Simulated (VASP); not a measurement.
## Pt: single point with PBEsol

Pt, a slab with vacuum:

```
Pt
1.0
     2.76889    0.00000    0.00000
     0.00000    3.91580    0.00000
     0.00000    0.00000   26.69111
Pt
8
Direct
  0.50000 0.50000 0.31846
  0.00000 0.00000 0.37033
  0.50000 0.50000 0.42220
  0.00000 0.00000 0.47407
  0.50000 0.50000 0.52617
  0.00000 0.00000 0.57707
  0.50000 0.50000 0.63283
  0.00000 0.00000 0.67709
```

```json
{"Program": "VASP 6.6.1", "Task": "single point", "Functional": "PBEsol", "Potentials or basis": "VASP PAW PBE potentials, release 64 (Pt)", "Cutoff": "520 eV", "k mesh": "9 × 7 × 1", "Occupations": "gaussian, width 0.1 eV", "Spin": "no spin polarisation"}
```

```
Largest force          : 0.975 eV/Å
Band gap on the k mesh : zero (bands 40 and 41 overlap by 0.71 eV)
```

Forces on the atoms (eV/Å):
```
Pt   0.000  0.000  0.975
Pt   0.000  0.000 -0.962
Pt   0.000  0.000 -0.050
Pt   0.000  0.000  0.081
Pt   0.000  0.000 -0.025
Pt   0.000  0.000  0.006
Pt   0.000  0.000  0.003
Pt   0.000  0.000 -0.028
```

Levels at points of the mesh, in eV from the Fermi level:
```csv
k point,band 37,band 38,band 39,band 40,band 41,band 42,band 43,band 44,band 45,band 46
"(0.00, 0.00, 0.00)",-0.92,-0.47,-0.20,-0.13,-0.11,-0.07,0.32,0.51,1.01,2.78
```

Run time: 13 min on 1 thread of Intel(R) Xeon(R) Platinum 8259CL CPU @ 2.50GHz (Skylake/Cascade Lake), with other jobs on the host, peak memory 0.49 GiB.

Caveat: the PAW data sets were made with another functional, which shifts forces and pressure a little; spin-orbit coupling is left out, which moves the levels of the heavy elements.
